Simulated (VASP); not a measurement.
# TlCl (Pm-3m) in VASP: a series of runs

Runs on TlCl. Level: PBE. Tasks: single point.

Everything below comes from runs of VASP 6.6.1. Logs are shortened: lines on timing, memory, paths and dates and some standing lists are left out, and cuts for length are marked.

## 1. The cell of the first run

Symmetry: Pm-3m, No. 221, cubic system. Conventional cell: a = 3.897 Å, b = 3.897 Å, c = 3.897 Å, α = 90.00°, β = 90.00°, γ = 90.00°. Tl (site symmetry m-3m) has 8 Cl at 3.37 Å and 6 Tl at 3.90 Å within 4.4 Å. Within 4.4 Å of Cl (site symmetry m-3m) lie 8 Tl at 3.37 Å and 6 Cl at 3.90 Å.

## 2. Single point, PBE, non-collinear spin, zero start, spin-orbit coupling (29.59 Å³/atom)

INCAR reads:

```
PREC     = Accurate       # precision mode
ENCUT    = 500            # plane-wave cutoff, eV
EDIFF    = 1E-6           # SCF threshold, eV
ISMEAR   = 0              # smearing method
SIGMA    = 0.05           # smearing width, eV
LREAL    = F              # projectors in reciprocal space
LASPH    = T              # aspherical terms in the spheres
NELM     = 200            # most SCF steps
ALGO     = Normal         # electronic algorithm
ISIF     = 2              # what is computed and relaxed
LWAVE    = F              # write WAVECAR
LCHARG   = F              # write CHGCAR
MAGMOM   = 0 0 0 0 0 0    # initial moments
LORBIT   = 11             # projections on sites
LSORBIT  = T              # spin-orbit coupling
GGA_COMPAT= F            
LORBMOM  = T            
GGA      = PE             # functional
NBANDS   = 32             # bands
```

KPOINTS reads:

```
regular mesh
0
Gamma
  6 6 6
```

POSCAR reads:

```
TlCl
1.0
    3.8968613801      0.0000000000      0.0000000000
    0.0000000000      3.8968613801      0.0000000000
    0.0000000000      0.0000000000      3.8968613801
Tl Cl
1 1
Direct
    0.0000000000      0.0000000000      0.0000000000
    0.5000000000      0.5000000000      0.5000000000
```

Potentials or basis: VASP PAW PBE potentials, release 64 (Tl_d, Cl).

Command:

```
cat potpaw_PBE.64/Tl_d/POTCAR potpaw_PBE.64/Cl/POTCAR > POTCAR
mpirun -np 1 vasp_ncl > vasp.out
```

OUTCAR:

```text
PREC = Accurate
   ENCUT = 500
   EDIFF = 1E-6
   ISMEAR = 0
   LREAL = F
   LASPH = T
   NELM = 200
   ISIF = 2
   LORBIT = 11
   LSORBIT = T
   GGA = PE

 ion  position               nearest neighbor table
   1  0.000  0.000  0.000-   2 3.37   2 3.37   2 3.37   2 3.37   2 3.37   2 3.37   2 3.37   2 3.37

   2  0.500  0.500  0.500-   1 3.37   1 3.37   1 3.37   1 3.37   1 3.37   1 3.37   1 3.37   1 3.37

  LATTYP: Found a simple cubic cell.
 ALAT       =     3.8968613801

  Lattice vectors:

 A1 = (   3.8968613801,   0.0000000000,   0.0000000000)
 A2 = (   0.0000000000,   3.8968613801,   0.0000000000)
 A3 = (   0.0000000000,   0.0000000000,   3.8968613801)

Analysis of symmetry for initial positions (statically):
=====================================================================
 Subroutine PRICEL returns:
 Original cell was already a primitive cell.

 Routine SETGRP: Setting up the symmetry group for a
 simple cubic supercell.

 Subroutine GETGRP returns: Found 48 space group operations
 (whereof 48 operations were pure point group operations)
 out of a pool of 48 trial point group operations.

The static configuration has the point symmetry O_h .

Analysis of symmetry for dynamics (positions and initial velocities):
=====================================================================
 Subroutine PRICEL returns:
 Original cell was already a primitive cell.

 Routine SETGRP: Setting up the symmetry group for a
 simple cubic supercell.

 Subroutine GETGRP returns: Found 48 space group operations
 (whereof 48 operations were pure point group operations)
 out of a pool of 48 trial point group operations.

The dynamic configuration has the point symmetry O_h .

Analysis of structural, dynamic, and magnetic symmetry:
=====================================================================
 Subroutine PRICEL returns:
 Original cell was already a primitive cell.

 Routine SETGRP: Setting up the symmetry group for a
 simple cubic supercell.

 Subroutine GETGRP returns: Found 48 space group operations
 (whereof 48 operations were pure point group operations)
 out of a pool of 48 trial point group operations.

The overall configuration has the point symmetry O_h .

 Subroutine INISYM returns: Found 48 space group operations
 (whereof 48 operations are pure point group operations),
[... 872 lines left out ...]
      0.00000      0.00000      0.00000         0.000000      0.000000      0.000000
      1.94843      1.94843      1.94843         0.000000      0.000000      0.000000
 -----------------------------------------------------------------------------------
    total drift:                               -0.000000      0.000000      0.000000

  FREE ENERGIE OF THE ION-ELECTRON SYSTEM (eV)
  ---------------------------------------------------
  free  energy   TOTEN  =        -6.1930048482 eV

  energy  without entropy=       -6.1930048482  energy(sigma->0) =       -6.19300485

 orbital moment (x)

 # of ion     p       d       tot
 ----------------------------------------
  1         0.000   0.000   0.000
  2         0.000   0.000   0.000
 ----------------------------------------
            0.000   0.000   0.000

 orbital moment (y)

 # of ion     p       d       tot
 ----------------------------------------
  1         0.000   0.000   0.000
  2         0.000   0.000   0.000
 ----------------------------------------
            0.000   0.000   0.000

 orbital moment (z)

 # of ion     p       d       tot
 ----------------------------------------
  1         0.000   0.000   0.000
  2         0.000   0.000   0.000
 ----------------------------------------
            0.000   0.000   0.000

 Spin-Orbit-Coupling matrix elements

 Ion:    1  E_soc:     -0.3554567
 l=   1
     0.0000000    -0.0110496    -0.0110496
    -0.0110496     0.0000000    -0.0110496
    -0.0110496    -0.0110496     0.0000000
 l=   2
     0.0000000    -0.0095608     0.0000000    -0.0095608    -0.0386324
    -0.0095608     0.0000000    -0.0289743    -0.0095608    -0.0096581
     0.0000000    -0.0289743     0.0000000    -0.0289743     0.0000000
    -0.0095608    -0.0095608    -0.0289743     0.0000000    -0.0096581
    -0.0386324    -0.0096581     0.0000000    -0.0096581     0.0000000
 l=   3
     0.0000000     0.0000000     0.0000000     0.0000000     0.0000000     0.0000000     0.0000000
     0.0000000     0.0000000     0.0000000     0.0000000     0.0000000     0.0000000     0.0000000
     0.0000000     0.0000000     0.0000000     0.0000000     0.0000000     0.0000000     0.0000000
     0.0000000     0.0000000     0.0000000     0.0000000     0.0000000     0.0000000     0.0000000
     0.0000000     0.0000000     0.0000000     0.0000000     0.0000000     0.0000000     0.0000000
     0.0000000     0.0000000     0.0000000     0.0000000     0.0000000     0.0000000     0.0000000
     0.0000000     0.0000000     0.0000000     0.0000000     0.0000000     0.0000000     0.0000000

 Ion:    2  E_soc:     -0.0041039
 l=   1
     0.0000000    -0.0006840    -0.0006840
    -0.0006840     0.0000000    -0.0006840
    -0.0006840    -0.0006840     0.0000000
 l=   2
     0.0000000     0.0000000     0.0000000     0.0000000     0.0000000
     0.0000000     0.0000000     0.0000000     0.0000000     0.0000000
     0.0000000     0.0000000     0.0000000     0.0000000     0.0000000
     0.0000000     0.0000000     0.0000000     0.0000000     0.0000000
     0.0000000     0.0000000     0.0000000     0.0000000     0.0000000
 l=   3
     0.0000000     0.0000000     0.0000000     0.0000000     0.0000000     0.0000000     0.0000000
     0.0000000     0.0000000     0.0000000     0.0000000     0.0000000     0.0000000     0.0000000
     0.0000000     0.0000000     0.0000000     0.0000000     0.0000000     0.0000000     0.0000000
     0.0000000     0.0000000     0.0000000     0.0000000     0.0000000     0.0000000     0.0000000
     0.0000000     0.0000000     0.0000000     0.0000000     0.0000000     0.0000000     0.0000000
     0.0000000     0.0000000     0.0000000     0.0000000     0.0000000     0.0000000     0.0000000
     0.0000000     0.0000000     0.0000000     0.0000000     0.0000000     0.0000000     0.0000000

 total charge

# of ion       s       p       d       tot
------------------------------------------
    1        1.314   0.114   9.669  11.096
    2        1.602   3.493   0.000   5.095
--------------------------------------------------
tot          2.916   3.607   9.669  16.191

 magnetization (x)

# of ion       s       p       d       tot
------------------------------------------
    1       -0.000   0.000   0.000  -0.000
    2        0.000   0.000   0.000   0.000
--------------------------------------------------
tot         -0.000   0.000   0.000  -0.000

 magnetization (y)

# of ion       s       p       d       tot
------------------------------------------
    1       -0.000   0.000   0.000  -0.000
    2        0.000   0.000   0.000   0.000
--------------------------------------------------
tot         -0.000   0.000   0.000  -0.000

 magnetization (z)

# of ion       s       p       d       tot
------------------------------------------
    1        0.000  -0.000   0.000   0.000
    2        0.000   0.000   0.000   0.000
--------------------------------------------------
tot          0.000  -0.000   0.000   0.000
```

It took 1.9 min on 1 thread of Oxide Virtual Turin-like, shared host; peak memory 0.23 GiB.

Results:

```
Free energy                                           : -6.1930 eV
Pressure                                              : -0.1 GPa
Net moment                                            : 0.00 μB per cell
Valence electrons inside the program's atomic spheres : Tl 11.10; Cl 5.09
```

Moments on the atoms (μB; x, y, z):
```
Tl  0.00 0.00 0.00
Cl  0.00 0.00 0.00
```

## 3. Single point, PBE, non-collinear spin, zero start, spin-orbit coupling

This run uses another cell than the first one, of 28.18 Å³/atom.

INCAR reads:

```
ALGO = Normal
EDIFF = 1E-6
ENCUT = 500
GGA = PE
GGA_COMPAT = F
ISIF = 2
ISMEAR = 0
LASPH = T
LCHARG = F
LORBIT = 11
LORBMOM = T
LREAL = F
LSORBIT = T
LWAVE = F
MAGMOM = 0 0 0 0 0 0
NBANDS = 32
NELM = 200
PREC = Accurate
SIGMA = 0.05
```

KPOINTS reads:

```
k-points
0
Gamma
  8 8 8
```

POSCAR reads:

```
TlCl
1.0
    3.8339977844      0.0000000000      0.0000000000
    0.0000000000      3.8339977844      0.0000000000
    0.0000000000      0.0000000000      3.8339977844
Tl Cl
1 1
Direct
    0.0000000000      0.0000000000      0.0000000000
    0.5000000000      0.5000000000      0.5000000000
```

Potentials or basis: VASP PAW PBE potentials, release 64 (Tl_d, Cl).

Command:

```
cat potpaw_PBE.64/Tl_d/POTCAR potpaw_PBE.64/Cl/POTCAR > POTCAR
mpirun -np 1 vasp_ncl > vasp.out
```

It took 3.7 min on 1 thread of Oxide Virtual Turin-like, shared host; peak memory 0.26 GiB.

Results (log left out):

```
Free energy                                           : -6.1841 eV
Pressure                                              : 1.1 GPa
Net moment                                            : 0.00 μB per cell
Valence electrons inside the program's atomic spheres : Tl 11.11; Cl 5.10
```

Moments on the atoms (μB; x, y, z):
```
Tl  0.00 0.00 0.00
Cl  0.00 0.00 0.00
```
